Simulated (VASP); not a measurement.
Set up this calculation in VASP 6.6.1, as the native input.

```yaml
Task: single point
Functional: PBE
Potentials_or_basis: VASP PAW PBE potentials, release 64 (Al, H)
Cutoff: 520 eV
k_mesh: 6 × 6 × 4
Occupations: gaussian, width 0.2 eV
Spin: no spin polarisation
Dipole_correction: no
Further_INCAR_settings: ALGO = Normal; EDIFF = 1e-06; NBANDS = 20
```

The structure of Al3H lies in POSCAR:

```
Al3H
1.0
   -0.4145208720     -0.3040335605     -2.7676869561
    2.2765532471     -3.9877900839     -0.0776060234
   -7.5911961546     -4.4419860322     -1.2466655862
Al H
6 2
Direct
    0.1804239333      0.5105962834      0.8238905896
    0.1702248454      0.9888302036      0.3245038504
   -0.1808844346      0.9933089682      0.6764287879
   -0.1700332587      0.5072460685      0.1758481630
    0.5289760329      0.0935351893      0.9995001848
    0.4726108376      0.4064797156      0.4990818109
   -0.0177818285      0.7120276684      0.5005797543
    0.0164638726      0.7879759030      1.0001668590
```

These files were run (other wordings do the same):

INCAR

```
SYSTEM = Al3H
PREC     = Accurate       ! precision mode
ENCUT    = 520            ! plane-wave cutoff, eV
EDIFF    = 1E-6           ! SCF threshold, eV
ISMEAR   = 0              ! smearing method
SIGMA    = 0.2            ! smearing width, eV
LREAL    = .False.        ! projectors in reciprocal space
LASPH    = .True.         ! aspherical terms in the spheres
NELM     = 80             ! most SCF steps
ALGO     = Normal         ! electronic algorithm
ISIF     = 2              ! what is computed and relaxed
LWAVE    = .False.        ! write WAVECAR
LCHARG   = .False.        ! write CHGCAR
GGA      = PE             ! functional
NBANDS   = 20             ! bands
```

KPOINTS

```
Automatic mesh
0
Gamma
  6 6 4
  0 0 0
```

Potentials or basis: VASP PAW PBE potentials, release 64 (Al, H).

Run with:

```sh
$ cat potpaw_PBE.64/Al/POTCAR potpaw_PBE.64/H/POTCAR > POTCAR
$ mpirun -np 1 vasp_std > vasp.out
```

Results of the run:

```yaml
Pressure: -0.1 GPa
Largest_force: 0.023 eV/Å
Band_gap_on_the_k_mesh: zero (bands 10 and 11 overlap by 4.53 eV)
```

Caveat: the k points lie up to 0.38 Å⁻¹ apart, too coarse for converged energies and pressures of a metal.

It took 71 s on 1 thread of Intel(R) Xeon(R) Platinum 8559C (Emerald Rapids) (shared host), peak memory 0.29 GiB.
